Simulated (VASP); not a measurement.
# BaC5 (P6/mmm) in VASP: further runs

The runs below take BaC5 through single point, relaxation of cell and atoms, with PBE.

Everything below comes from runs of VASP 6.6.1. Logs are shortened: lines on timing, memory, paths and dates and some standing lists are left out, and cuts for length are marked.

## 1. The cell of the first run

The structure is hexagonal, space group P6/mmm (No. 191). Conventional cell: a = 5.140 Å, b = 5.140 Å, c = 2.752 Å, α = 90.00°, β = 90.00°, γ = 120.00°. Ba (site symmetry 6/mmm) has 18 C at 2.57 to 3.27 Å and 2 Ba at 2.75 Å within 3.4 Å. C (site symmetry mmm) has 8 C at 2.02 to 2.57 Å and 2 Ba at 2.57 Å within 2.7 Å. Within 2.7 Å of C (site symmetry -6m2) lie 6 C at 2.02 Å.

## 2. Single point, PBE

Contents of INCAR:

```
ALGO     = Normal         # electronic algorithm
EDIFF    = 1E-6           # SCF threshold, eV
ENCUT    = 520            # plane-wave cutoff, eV
GGA      = PE             # functional
ISIF     = 2              # what is computed and relaxed
ISMEAR   = 0              # smearing method
LASPH    = True           # aspherical terms in the spheres
LCHARG   = False          # write CHGCAR
LREAL    = False          # projectors in reciprocal space
LWAVE    = False          # write WAVECAR
NBANDS   = 24             # bands
NELM     = 100            # most SCF steps
PREC     = Accurate       # precision mode
SIGMA    = 0.1            # smearing width, eV
```

Contents of KPOINTS:

```
k-points
0
Gamma
  9 9 14
```

Contents of POSCAR:

```
BaC5
1.0
    5.1397959798      0.0000000000      0.0000000000
   -2.5698979899      4.4511938888      0.0000000000
    0.0000000000      0.0000000000      2.7516613960
Ba C
1 5
Direct
    0.0000000000      0.0000000000      0.0000000000
    0.5000000000      0.0000000000      0.0000000000
    0.0000000000      0.5000000000      0.0000000000
    0.5000000000      0.5000000000      0.0000000000
    0.3333333333      0.6666666667      0.5000000000
    0.6666666667      0.3333333333      0.5000000000
```

Potentials or basis: VASP PAW PBE potentials, release 64 (Ba_sv, C).

Command:

```sh
cat potpaw_PBE.64/Ba_sv/POTCAR potpaw_PBE.64/C/POTCAR > POTCAR
mpirun -np 1 vasp_std > vasp.out
```

OUTCAR:

```text
EDIFF = 1E-6
   ENCUT = 520
   GGA = PE
   ISIF = 2
   ISMEAR = 0
   LASPH = True
   LREAL = False
   NELM = 100
   PREC = Accurate

 ion  position               nearest neighbor table
   1  0.000  0.000  0.000-   2 2.57   2 2.57   4 2.57   3 2.57   3 2.57   4 2.57   6 3.27   5 3.27
                             6 3.27   5 3.27   6 3.27   5 3.27   5 3.27   6 3.27   5 3.27   5 3.27
   2  0.500  0.000  0.000-   5 2.02   6 2.02   5 2.02   6 2.02   1 2.57   1 2.57
   3  0.000  0.500  0.000-   5 2.02   6 2.02   5 2.02   6 2.02   1 2.57   1 2.57
   4  0.500  0.500  0.000-   5 2.02   6 2.02   5 2.02   6 2.02   1 2.57   1 2.57
   5  0.333  0.667  0.500-   3 2.02   3 2.02   2 2.02   2 2.02   4 2.02   4 2.02   1 3.27   1 3.27
                             1 3.27   1 3.27   1 3.27   1 3.27
   6  0.667  0.333  0.500-   3 2.02   3 2.02   2 2.02   2 2.02   4 2.02   4 2.02   1 3.27   1 3.27
                             1 3.27   1 3.27   1 3.27   1 3.27

  LATTYP: Found a hexagonal cell.
 ALAT       =     5.1397959798
 C/A-ratio  =     0.5353639341

  Lattice vectors:

 A1 = (   5.1397959798,   0.0000000000,   0.0000000000)
 A2 = (  -2.5698979899,   4.4511938888,   0.0000000000)
 A3 = (   0.0000000000,   0.0000000000,   2.7516613960)

Analysis of symmetry for initial positions (statically):
=====================================================================
 Subroutine PRICEL returns:
 Original cell was already a primitive cell.

 Routine SETGRP: Setting up the symmetry group for a
 hexagonal supercell.

 Subroutine GETGRP returns: Found 24 space group operations
 (whereof 24 operations were pure point group operations)
 out of a pool of 24 trial point group operations.

The static configuration has the point symmetry D_6h.

Analysis of symmetry for dynamics (positions and initial velocities):
=====================================================================
 Subroutine PRICEL returns:
 Original cell was already a primitive cell.

 Routine SETGRP: Setting up the symmetry group for a
 hexagonal supercell.

 Subroutine GETGRP returns: Found 24 space group operations
 (whereof 24 operations were pure point group operations)
 out of a pool of 24 trial point group operations.

The dynamic configuration has the point symmetry D_6h.

 Subroutine INISYM returns: Found 24 space group operations
 (whereof 24 operations are pure point group operations),
 and found     1 'primitive' translations

----------------------------------------------------------------------------------------

                                     Primitive cell

  volume of cell :      62.9531

  direct lattice vectors                    reciprocal lattice vectors
     5.139795980  0.000000000  0.000000000     0.194560252  0.112329414  0.000000000
    -2.569897990  4.451193889  0.000000000     0.000000000  0.224658827  0.000000000
     0.000000000  0.000000000  2.751661396     0.000000000  0.000000000  0.363416808

  length of vectors
     5.139795980  5.139795980  2.751661396     0.224658827  0.224658827  0.363416808

  position of ions in fractional coordinates (direct lattice)
     0.000000000  0.000000000  0.000000000
     0.500000000  0.000000000  0.000000000
     0.000000000  0.500000000  0.000000000
     0.500000000  0.500000000  0.000000000
     0.333333333  0.666666667  0.500000000
     0.666666667  0.333333333  0.500000000

  ion indices of the primitive-cell ions
   primitive index   ion index
                 1           1
                 2           2
                 3           3
                 4           4
                 5           5
                 6           6

----------------------------------------------------------------------------------------

 KPOINTS: k-points

Automatic generation of k-mesh.
 Grid dimensions read from file:
 generate k-points for:    9    9   14

 Generating k-lattice:

  Cartesian coordinates                     Fractional coordinates (reciprocal lattice)
     0.021617806  0.012481046  0.000000000     0.111111111  0.000000000  0.000000000
     0.000000000  0.024962092  0.000000000     0.000000000  0.111111111  0.000000000
     0.000000000  0.000000000  0.025958343     0.000000000  0.000000000  0.071428571

  Length of vectors
     0.024962092  0.024962092  0.025958343

  Shift w.r.t. Gamma in fractional coordinates (k-lattice)
     0.000000000  0.000000000  0.000000000

 Subroutine IBZKPT returns following result:
 ===========================================

 Found     96 irreducible k-points:

 Following reciprocal coordinates:
            Coordinates               Weight
  0.000000  0.000000  0.000000      1.000000
  0.111111  0.000000  0.000000      6.000000
  0.222222  0.000000  0.000000      6.000000
  0.333333  0.000000  0.000000      6.000000
  0.444444  0.000000  0.000000      6.000000
  0.111111  0.111111  0.000000      6.000000
[... 16 lines left out ...]
  0.333333  0.222222  0.071429     24.000000
  0.333333  0.333333  0.071429      4.000000
 [... further k-points ...]
   k-points           NKPTS =     96   k-points in BZ     NKDIM =     96   number of bands    NBANDS=     24
   number of dos      NEDOS =    301   number of ions     NIONS =      6
   total plane-waves  NPLWV =  32000
   dimension x,y,z NGX =    40 NGY =   40 NGZ =   20
   dimension x,y,z NGXF=    80 NGYF=   80 NGZF=   40
   ions per type =               1   5
   NGX,Y,Z   is equivalent  to a cutoff of  12.94, 12.94, 12.08 a.u.
   NGXF,Y,Z  is equivalent  to a cutoff of  25.88, 25.88, 24.17 a.u.
 SYSTEM =  unknown system
   PREC   = accura    normal or accurate (medium, high low for compatibility)
   ISTART =      0    job   : 0-new  1-cont  2-samecut
   ICHARG =      2    charge: 1-file 2-atom 10-const
   ISPIN  =      1    spin polarized calculation?
   LNONCOLLINEAR =      F non collinear calculations
   LSORBIT =      F    spin-orbit coupling
   LASPH  =      T    aspherical Exc in radial PAW
   ENCUT  =  520.0 eV  38.22 Ry    6.18 a.u.   9.56  9.56  5.12*2*pi/ulx,y,z
   NELM   =    100;   NELMIN=  2; NELMDL= -5     # of ELM steps
   EDIFF  = 0.1E-05   stopping-criterion for ELM
   LREAL  =      F    real-space projection
   EDIFFG = 0.1E-04   stopping-criterion for IOM
   NSW    =      0    number of steps for IOM
   IBRION =     -1    ionic relax: 0-MD 1-quasi-New 2-CG
   NFREE  =      0    steps in history (QN), initial steepest desc. (CG)
   ISIF   =      2    stress and relaxation
   ISYM   =      2    0-nonsym 1-usesym 2-fastsym
   POTIM  = 0.5000    time-step for ionic-motion
   TEBEG  =    0.0;   TEEND  =   0.0 temperature during run
   PSTRESS=    0.0 pullay stress
   NELECT =      30.0000    total number of electrons
   NUPDOWN=      -1.0000    fix difference up-down
   EMIN   =  10.00;   EMAX   =-10.00  energy-range for DOS
   EFERMI =   0.00;   METHOD = LEGACY
   ISMEAR =     0;   SIGMA  =   0.10  broadening in eV -4-tet -1-fermi 0-gaus
   EFERMI_NEDOS =   21; number of points for ismear=-14 and -15
   IALGO  =     38    algorithm
   IMIX   =      4    mixing-type and parameters
     AMIX     =   0.40;   BMIX     =  1.00
     AMIX_MAG =   1.60;   BMIX_MAG =  1.00
  volume/ion in A,a.u.               =      10.49        70.80
  Fermi-wavevector in a.u.,A,eV,Ry     =   1.278722  2.416434 22.247292  1.635130
  Thomas-Fermi vector in A             =   2.411248
   LORBIT       =      0    0 simple, 1 ext, 2 COOP (PROOUT), +10 PAW based schemes
   GGA     = PE    functional components
   LHFCALC =     F    Hartree Fock is set to
   AEXX    =    0.0000 exact exchange contribution
   IVDW    =     0    specifies the selected vdW correction
   LEPSILON=     F    determine dielectric tensor
   LRPA    =     F    only Hartree local field effects (RPA)
 non-spin polarized calculation
 Gauss-broadening in eV      SIGMA  =   0.10
  energy-cutoff  :      520.00
  volume of cell :       62.95
 maximum number of plane-waves:      1726
 NGX is ok and might be reduce to    40
   NGX = 19   NGY = 19   NGZ = 11

 number of electron      30.0000001 magnetization

 Free energy of the ion-electron system (eV)
  ---------------------------------------------------
  ext. energy  EPLUGINS =         0.00000000
  ---------------------------------------------------
  free energy    TOTEN  =       -28.51092921 eV

  energy without entropy =      -28.49232244  energy(sigma->0) =      -28.50162583

 E-fermi :   6.0600     XC(G=0): -11.7898

 val. band max:        6.0487744722   @ k =   0.4444   0.1111   0.2143
 cond. band min:       6.0884658483   @ k =   0.3333   0.1111   0.2857
 fundamental gap:      0.0396913761
 Fermi energy:         6.0599574564

 k-point     1 :       0.0000    0.0000    0.0000
  band No.  band energies     occupation
      1     -22.3192      2.00000
      2      -9.7519      2.00000
      3      -7.8765      2.00000
      4      -7.8765      2.00000
      5      -5.9053      2.00000
      6      -4.8468      2.00000
[... 16 lines left out ...]
     23      12.0003      0.00000
     24      12.0003      0.00000

 k-point     2 :       0.1111    0.0000    0.0000
  band No.  band energies     occupation
      1     -22.3167      2.00000
      2      -9.8659      2.00000
      3      -7.9435      2.00000
      4      -7.7351      2.00000
      5      -6.3212      2.00000
      6      -4.6867      2.00000
[... 16 lines left out ...]
     23      12.2186      0.00000
     24      12.5689      0.00000

 k-point     3 :       0.2222    0.0000    0.0000
  band No.  band energies     occupation
      1     -22.3102      2.00000
      2     -10.0901      2.00000
      3      -8.0937      2.00000
      4      -7.6859      2.00000
      5      -6.4756      2.00000
      6      -4.2798      2.00000
[... 16 lines left out ...]
     23      12.5934      0.00000
     24      12.9998      0.00000

 k-point     4 :       0.3333    0.0000    0.0000
  band No.  band energies     occupation
      1     -22.3028      2.00000
      2     -10.2829      2.00000
      3      -8.2399      2.00000
      4      -7.9664      2.00000
      5      -6.0214      2.00000
      6      -3.7925      2.00000
[... 16 lines left out ...]
     23      12.7668      0.00000
     24      13.0015      0.00000

 k-point     5 :       0.4444    0.0000    0.0000
  band No.  band energies     occupation
      1     -22.2980      2.00000
      2     -10.3874      2.00000
      3      -8.3251      2.00000
      4      -8.1723      2.00000
      5      -5.5702      2.00000
      6      -3.4432      2.00000
[... 16 lines left out ...]
     23      12.5900      0.00000
     24      12.7061      0.00000

 k-point     6 :       0.1111    0.1111    0.0000
  band No.  band energies     occupation
      1     -22.3122      2.00000
      2     -10.0237      2.00000
      3      -8.1795      2.00000
      4      -7.4481      2.00000
      5      -6.6016      2.00000
      6      -4.4071      2.00000
[... 16 lines left out ...]
     23      12.6671      0.00000
     24      12.9750      0.00000
[... 379 lines left out ...]
 k-point    21 :       0.4444    0.1111    0.0714
  band No.  band energies     occupation
      1     -22.2276      2.00000
      2     -10.2682      2.00000
      3      -8.8900      2.00000
      4      -7.3907      2.00000
      5      -5.5103      2.00000
      6      -3.7219      2.00000
[... 16 lines left out ...]
     23      12.7452      0.00000
     24      13.1412      0.00000

 k-point    22 :       0.2222    0.2222    0.0714
  band No.  band energies     occupation
      1     -22.2305      2.00000
      2     -10.1584      2.00000
      3      -9.0273      2.00000
      4      -6.5377      2.00000
      5      -6.4372      2.00000
      6      -3.9346      2.00000
[... 16 lines left out ...]
     23      12.2987      0.00000
     24      13.0488      0.00000

 k-point    23 :       0.3333    0.2222    0.0714
  band No.  band energies     occupation
      1     -22.2268      2.00000
      2     -10.1186      2.00000
      3      -9.3860      2.00000
      4      -6.5412      2.00000
      5      -5.8188      2.00000
      6      -4.2531      2.00000
[... 16 lines left out ...]
     23      12.7013      0.00000
     24      13.1601      0.00000

 k-point    24 :       0.3333    0.3333    0.0714
  band No.  band energies     occupation
      1     -22.2255      2.00000
      2      -9.8376      2.00000
      3      -9.8376      2.00000
      4      -5.9314      2.00000
      5      -5.9314      2.00000
      6      -4.7075      2.00000
[... 16 lines left out ...]
     23      12.9787      0.00000
     24      13.0103      0.00000

 [... further k-points ...]

------------------------ aborting loop because EDIFF is reached ----------------------------------------

  FORCE on cell =-STRESS in cart. coord.  units (eV):
  Direction    XX          YY          ZZ          XY          YZ          ZX
  --------------------------------------------------------------------------------------
  -------------------------------------------------------------------------------------
  Total        1.4729650      1.4729650      1.7007224      0.0000000     -0.0000000      0.0000000
  in kB       37.4874253     37.4874253     43.2839244      0.0000000     -0.0000000      0.0000000
  external PRESSURE =      39.4195917 kB  Pullay stress =       0.0000000 kB

 VOLUME and BASIS-vectors are now :
 -----------------------------------------------------------------------------
  energy-cutoff  :      520.00
  volume of cell :       62.95
      direct lattice vectors                 reciprocal lattice vectors
     5.139795980  0.000000000  0.000000000     0.194560252  0.112329414  0.000000000
    -2.569897990  4.451193889  0.000000000     0.000000000  0.224658827  0.000000000
     0.000000000  0.000000000  2.751661396     0.000000000  0.000000000  0.363416808

 POSITION                                       TOTAL-FORCE (eV/Angst)
 -----------------------------------------------------------------------------------
      0.00000      0.00000      0.00000         0.000000      0.000000      0.000000
      2.56990      0.00000      0.00000         0.000000      0.000000      0.000000
     -1.28495      2.22560      0.00000         0.000000      0.000000      0.000000
      1.28495      2.22560      0.00000         0.000000      0.000000      0.000000
     -0.00000      2.96746      1.37583         0.000000      0.000000      0.000000
      2.56990      1.48373      1.37583        -0.000000      0.000000     -0.000000
 -----------------------------------------------------------------------------------
    total drift:                               -0.000000      0.000000     -0.000000

  FREE ENERGIE OF THE ION-ELECTRON SYSTEM (eV)
  ---------------------------------------------------
  free  energy   TOTEN  =       -28.5109292134 eV

  energy  without entropy=      -28.4923224413  energy(sigma->0) =      -28.50162583
```

It took 84 s on 1 thread of Intel Xeon Platinum 8488C (Sapphire Rapids), shared host; peak memory 0.26 GiB.

Results:

- Free energy: -28.5109 eV
- Pressure: 3.9 GPa
- Band gap on the k mesh: zero (band 15 reaches 7.81 eV, above the bottom of band 16 at 4.79 eV)

Levels at points of the mesh, in eV from the Fermi level:
```
           k point  band 13  band 14  band 15  band 16  band 17  band 18
(0.00, 0.00, 0.00)     1.02     1.32     1.75     1.75     2.01     2.01
(0.00, 0.00, 0.50)    -1.86    -1.86    -0.20    -0.20     1.76     3.00
```

Caveat: spin-orbit coupling is left out, which moves the levels of the heavy elements.

## 3. Relaxation of cell and atoms, PBE

Contents of INCAR:

```
SYSTEM = BaC5
PREC = Accurate
ENCUT = 600
EDIFF = 1E-6
ISMEAR = 0
SIGMA = 0.1
LREAL = .FALSE.
LASPH = .TRUE.
NELM = 100
ALGO = Normal
ISIF = 3
LWAVE = .FALSE.
LCHARG = .FALSE.
GGA = PE
IBRION = 2
NSW = 100
EDIFFG = -0.01
```

Contents of KPOINTS:

```
Automatic mesh
0
G
  9 9 14
  0 0 0
```

Edit POSCAR of step 2 so:

```diff
@@ -2,5 +2,5 @@
 1.0
-    5.1397959798      0.0000000000      0.0000000000
-   -2.5698979899      4.4511938888      0.0000000000
-    0.0000000000      0.0000000000      2.7516613960
+    5.1352948813      0.0000000000      0.0000000000
+   -2.5676474407      4.4472958232      0.0000000000
+    0.0000000000      0.0000000000      2.7599281016
 Ba C
```

Potentials or basis: VASP PAW PBE potentials, release 64 (Ba_sv, C).

Command:

```sh
cat potpaw_PBE.64/Ba_sv/POTCAR potpaw_PBE.64/C/POTCAR > POTCAR
mpirun -np 1 vasp_std > vasp.out
```

Run time: 5.5 min. Hardware: 1 thread of Intel Xeon Platinum 8488C (Sapphire Rapids), shared host; peak memory 0.3 GiB.

The run converged. Its results:

```
Free energy                            : -28.5386 eV
Relaxed volume                         : 10.85 Å³/atom
Relaxed cell                           : a = 5.194 Å, b = 5.194 Å, c = 2.788 Å, α = 90.00°, β = 90.00°, γ = 120.00°
Space group after relaxing (to 0.05 Å) : P6/mmm (No. 191)
Energy gained by relaxing              : 4.0 meV/atom
Ionic steps                            : 5
Pressure after relaxing                : 0.0 GPa
Band gap on the k mesh                 : zero (band 15 reaches 7.40 eV, above the bottom of band 16 at 4.53 eV)
```

The path:
| step | energy change (eV) | largest force (eV/Å) | pressure (GPa) | volume (Å³) |
| --- | --- | --- | --- | --- |
| 1 | 0.0000 | 0.0000 | 3.72 | 63.03 |
| 2 | -0.0232 | 0.0000 | -0.28 | 65.28 |
| 3 | -0.0235 | 0.0000 | 0.07 | 65.07 |
| 4 | -0.0237 | 0.0000 | -0.02 | 65.14 |
| 5 | -0.0237 | 0.0000 | 0.01 | 65.12 |

Final structure:
```
Ba C
1.0
     5.19376    0.00000    0.00000
    -2.59688    4.49793    0.00000
     0.00000    0.00000    2.78756
Ba C
1 5
Direct
  0.00000 0.00000 0.00000
  0.50000 0.00000 0.00000
  0.00000 0.50000 0.00000
  0.50000 0.50000 0.00000
  0.33333 0.66667 0.50000
  0.66667 0.33333 0.50000
```

Levels at points of the mesh, in eV from the Fermi level:
| k point | band 13 | band 14 | band 15 | band 16 | band 17 | band 18 |
| --- | --- | --- | --- | --- | --- | --- |
| (0.00, 0.00, 0.00) | 1.02 | 1.29 | 1.67 | 1.67 | 1.95 | 1.95 |
| (0.00, 0.00, 0.50) | -1.73 | -1.73 | -0.25 | -0.25 | 1.72 | 2.97 |

Caveat: spin-orbit coupling is left out, which moves the levels of the heavy elements.

(Part 1 of 2 ends here.)
